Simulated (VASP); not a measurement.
A run of VASP 6.6.1 is set up as follows.

File POSCAR:

```
WC
1.0
    0.0000000000      2.1926800000      2.1926800000
    2.1926800000      0.0000000000      2.1926800000
    2.1926800000      2.1926800000      0.0000000000
W C
1 1
Direct
   -0.0017710415      0.0007655589      0.0003177995
    0.5271074284      0.4882824066      0.4951357904
```

Contents of INCAR.step1:

```
  ALGO = Normal
  EDIFF = 1E-5
  ENCUT = 660
  GGA = PE
  GGA_COMPAT = False
  ISMEAR = -1
  LASPH = True
  LCHARG = False
  LREAL = False
  LWAVE = True
  NBANDS = 16
  NELM = 120
  PREC = Accurate
  SIGMA = 0.1
```

File INCAR.step2:

```
  ALGO = Normal
  EDIFF = 1E-6
  ENCUT = 660
  GGA_COMPAT = False
  ISIF = 2
  ISMEAR = -1
  ISTART = 1
  LASPH = True
  LCHARG = False
  LMIXTAU = True
  LREAL = False
  LWAVE = False
  METAGGA = R2SCAN
  NBANDS = 16
  NELM = 120
  PREC = Accurate
  SIGMA = 0.1
```

Contents of KPOINTS:

```
k-points
0
Gamma
  4 4 4
```

Potentials or basis: VASP PAW PBE potentials, release 64 (W_sv, C).

Run with:

```bash
$ cat potpaw_PBE.64/W_sv/POTCAR potpaw_PBE.64/C/POTCAR > POTCAR
$ cp INCAR.step1 INCAR
$ mpirun -np 1 vasp_std > vasp.out
$ cp INCAR.step2 INCAR
$ mpirun -np 1 vasp_std > vasp.out
```

(1) What does it give for the band gap on the k mesh?

(2) Estimate the largest force.

(3) What does it give for the pressure?

Answers

(1) zero (band 9 reaches 13.52 eV, above the bottom of band 10 at 10.87 eV).

(2) 0.720 eV/Å.

(3) -3.9 GPa.

Caveat: the k points lie up to 0.62 Å⁻¹ apart; the PAW data sets were made with another functional, which shifts forces and pressure a little; spin-orbit coupling is left out, which moves the levels of the heavy elements.
